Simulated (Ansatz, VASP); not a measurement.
Pb in VASP and in Ansatz

```xyz
1
Lattice="-1.9797 1.9797 1.9797 1.9797 -1.9797 1.9797 1.9797 1.9797 -1.9797" Properties=species:S:1:pos:R:3 pbc="T T T"
Pb    0.0000    0.0000    0.0000
```

Alike in both runs: functional r2SCAN; k mesh 7 × 7 × 7; occupations fermi-dirac, width 0.05 eV; non-collinear spin, spin-orbit coupling.

|  | VASP | Ansatz |
| --- | --- | --- |
| version | VASP 6.6.1 | Ansatz 0.2.0 |
| potentials or method | VASP PAW PBE potentials, release 64 (Pb_d) | Ansatz PAW |
| plane-wave cutoff (eV) | 520 | 500 |
| valence electrons in the cell | 14 | 14 |
| task | single point | band structure |

|  | VASP | Ansatz | Ansatz less VASP |
| --- | --- | --- | --- |
| pressure (GPa) | 0.0 | 0.0 | +0.03 |
| net moment per atom (μB) | 0.00 | 0.00 | 0.000 |

VASP's potentials were made for PBE, not for r2SCAN.
